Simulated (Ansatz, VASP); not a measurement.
# One calculation of SnO, two programs

The input INCAR:

```
ALGO = Normal
EDIFF = 1E-7
EDIFFG = -0.03
ENCUT = 600
GGA = PS
GGA_COMPAT = F
IBRION = 2
ISIF = 3
ISMEAR = -1
LASPH = T
LCHARG = F
LREAL = F
LWAVE = F
NELM = 120
NELMIN = 4
NSW = 60
PREC = Accurate
SIGMA = 0.05
```

The input KPOINTS:

```
k-points
0
Gamma
  6 6 2
```

POSCAR

```
SnO
1.0
    2.7369120000     -2.7377960000      0.0000000000
    2.7369120000      2.7377960000      0.0000000000
    0.0000000000      0.0000000000     10.2219600000
Sn O
4 4
Direct
    0.7365470000      0.2634530000      0.8638580000
    0.7634530000      0.2365470000      0.3638580000
    0.2634530000      0.7365470000      0.1361420000
    0.2365470000      0.7634530000      0.6361420000
    0.2619440000      0.2380560000      0.2500000000
    0.2380560000      0.2619440000      0.7500000000
    0.7619440000      0.7380560000      0.2500000000
    0.7380560000      0.7619440000      0.7500000000
```

Input for Ansatz:

```yaml
crystal:
  lattice:
    a: 5.473824
    b: 5.475592
    c: 10.22196
    alpha: 90.0
    beta: 90.0
    gamma: 90.0
  space_group: 64
  setting:
    hermann_mauguin: Cmce
  atoms:
    - { symbol: Sn, position: [0.5, 0.763453, 0.863858] }
    - { symbol: O, position: [0.25, 0.988056, 0.25] }
  reduce_to_primitive: true
basis:
  ecutwfc: 557.833418042754
kpoints:
  mp_grid:
    grid: [6, 6, 2]
hamiltonian:
  xc: pbesol
  pseudopotentials:
    kind: paw
scf:
  occupations:
    method: fermi_dirac
    width: 0.05
relax:
  f_tol: 0.03
  max_steps: 40
  cell: {}
output:
  eigenvalues: true
```

Alike in both runs: task relaxation of cell and atoms; functional PBEsol; k mesh 6 × 6 × 2; occupations fermi-dirac, width 0.05 eV; no spin polarisation.

|  | VASP | Ansatz |
| --- | --- | --- |
| version | VASP 6.6.1 | Ansatz 0.2.0 |
| potentials or method | VASP PAW PBE potentials, release 64 (Sn_d, O), cutoff 600 eV | plane waves, PAW |
| valence electrons in the cell | 80 | 80 |

|  | VASP | Ansatz | Ansatz less VASP |
| --- | --- | --- | --- |
| gap on the k mesh at the Fermi level, each at its own relaxed structure (eV) | none | none | - |
| relaxed volume (Å³/atom) | 16.99 | 17.08 | +0.085 |
| relaxed cell length with the largest relative difference (Å) | 9.445 | 9.469 | +0.0239 |

VASP's potentials were made for PBE, not for PBEsol. A gap of «none» marks a metal or a gap that the smearing closes.
